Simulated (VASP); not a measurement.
Wanted: the native input for a VASP 6.6.1 run.

* Task: single point
* Functional: PBE
* Potentials or basis: VASP PAW PBE potentials, release 64 (Pt, H)
* Cutoff: 520 eV
* k mesh: 6 × 6 × 1
* Occupations: gaussian, width 0.1 eV
* Spin: no spin polarisation
* Dipole correction: yes
* Further INCAR settings: ALGO = Normal; EDIFF = 1e-07; NBANDS = 74

The structure of HPt6 lies in POSCAR:

```
HPt6
1.0
    5.6143281343      0.0000000000      0.0000000000
   -2.8071640672      4.8621507895      0.0000000000
    0.0000000000      0.0000000000     22.6192653717
Pt H
12 2
Direct
    0.3333333333      0.1666666667      0.1768404028
    0.3333333333      0.6666666667      0.1768404028
    0.8333333333      0.1666666667      0.1768404028
    0.8333333333      0.6666666667      0.1768404028
    0.1666666667      0.3333333333      0.2789526245
    0.1666666667      0.8333333333      0.2789526245
    0.6666666667      0.3333333333      0.2789526245
    0.6666666667      0.8333333333      0.2789526245
    0.0000000000      0.0000000000      0.3810585901
    0.0000000000      0.5000000000      0.3810585901
    0.5000000000      0.0000000000      0.3810585901
    0.5000000000      0.5000000000      0.3810585901
    0.1892758446      0.3785516892      0.4292475999
    0.3107241554      0.6214483108      0.4292475999
```

The input as run:

INCAR

```
SYSTEM = HPt6
PREC = Accurate
ENCUT = 520
EDIFF = 1E-7
ISMEAR = 0
SIGMA = 0.1
LREAL = .False.
LASPH = .True.
NELM = 100
ALGO = Normal
ISIF = 2
LWAVE = .False.
LCHARG = .False.
LDIPOL = .True.
IDIPOL = 3
DIPOL = 0.5 0.5 0.300
GGA = PE
NBANDS = 74
```

KPOINTS

```
Automatic mesh
0
Gamma
  6 6 1
  0 0 0
```

Potentials or basis: VASP PAW PBE potentials, release 64 (Pt, H).

Launch:

```console
$ cat potpaw_PBE.64/Pt/POTCAR potpaw_PBE.64/H/POTCAR > POTCAR
$ mpirun -np 1 vasp_std > vasp.out
```

Results of the run:

* Largest force: 0.814 eV/Å
* Band gap on the k mesh: zero (bands 61 and 62 overlap by 0.66 eV)

Caveat: spin-orbit coupling is left out, which moves the levels of the heavy elements.

Run time: 44 min on 1 thread of Intel Xeon 8259CL, with other jobs on the host, peak memory 0.87 GiB.
